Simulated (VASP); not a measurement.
Crystal: HgTe (Coloradoite).

```xyz
2
Lattice="0.0000 3.2145 3.2145 3.2145 0.0000 3.2145 3.2145 3.2145 0.0000" Properties=species:S:1:pos:R:3 pbc="T T T"
Hg    0.0000    0.0000    0.0000
Te    4.8217    4.8217    4.8217
```

```yaml
Program: VASP 6.6.1
Task: relaxation of cell and atoms
Functional: BLYP
Potentials_or_basis: VASP PAW PBE potentials, release 64 (Hg, Te)
Cutoff: 600 eV
k_mesh: 7 × 7 × 7
Occupations: fermi-dirac, width 0.05 eV
Spin: no spin polarisation
```

At the start: pressure 8.2 GPa; volume 33.22 Å³/atom.

**Question.** Where does the relaxation end?

**Answer.** Over 4 steps the energy falls by 145.9 meV/atom and the volume is 40.18 Å³/atom (+21.0 %); space group F-43m (No. 216, to 0.05 Å).

Step by step:
```
step  energy change (eV)  largest force (eV/Å)  pressure (GPa)  volume (Å³)
   1              0.0000                0.0000            8.20        66.43
   2             -0.2780                0.0000           -1.08        84.15
   3             -0.2917                0.0000            0.08        80.08
   4             -0.2918                0.0000           -0.01        80.37
```

Final structure:
```xyz
2
Lattice="0.0000 3.4252 3.4252 3.4252 0.0000 3.4252 3.4252 3.4252 0.0000" Properties=species:S:1:pos:R:3 pbc="T T T"
Hg    6.8504    6.8504    6.8504
Te    5.1378    5.1378    5.1378
```

Caveat: the volume moved by over 15 % at a fixed basis, so the end points are rough; the PAW data sets were made with another functional, which shifts forces and pressure a little; the volume moved by +21 % from the deposited cell, more than functionals usually miss.
